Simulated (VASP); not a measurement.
# ZnCu: single point with PBE

ZnCu:

```
Zn Cu
1.0
     2.98776    0.00000    0.00000
     0.00000    2.98776    0.00000
     0.00000    0.00000    2.98776
Zn Cu
1 1
Direct
  0.50000 0.50000 0.50000
  0.00000 0.00000 0.00000
```

This cell differs from its parent crystal: strained.

```yaml
Program: VASP 6.6.1
Task: single point
Functional: PBE
Potentials_or_basis: VASP PAW PBE potentials, release 64 (Zn, Cu_sv_GW)
Cutoff: 700 eV
k_mesh: 14 × 14 × 14
Occupations: gaussian, width 0.1 eV
Spin: no spin polarisation
Dipole_correction: no
Further_INCAR_settings: ALGO = Normal; EDIFF = 1e-06; NBANDS = 22
```

```
Pressure               : -4.6 GPa
Band gap on the k mesh : zero (an odd number of electrons rules out a gap without spin polarisation)
```

Levels at points of the mesh, in eV from the Fermi level:
| k point | band 14 | band 15 | band 16 | band 17 | band 18 | band 19 |
| --- | --- | --- | --- | --- | --- | --- |
| (0.00, 0.00, 0.00) | -2.63 | -2.63 | 6.04 | 6.04 | 6.04 | 10.98 |
| (0.50, 0.00, 0.00) | -3.14 | -2.70 | -1.95 | 11.33 | 11.33 | 11.94 |
| (0.50, 0.50, 0.00) | -2.40 | -1.79 | -1.79 | 1.59 | 1.90 | 13.46 |
| (0.50, 0.50, 0.50) | -2.38 | 3.53 | 4.20 | 4.20 | 4.20 | 4.39 |

Wall time 45 s on 1 thread of Intel(R) Xeon(R) 6975P-C (Granite Rapids), on a shared host, peak memory 0.27 GiB.

Caveat: the cell differs from its parent crystal (strained); the cell stands under tension.
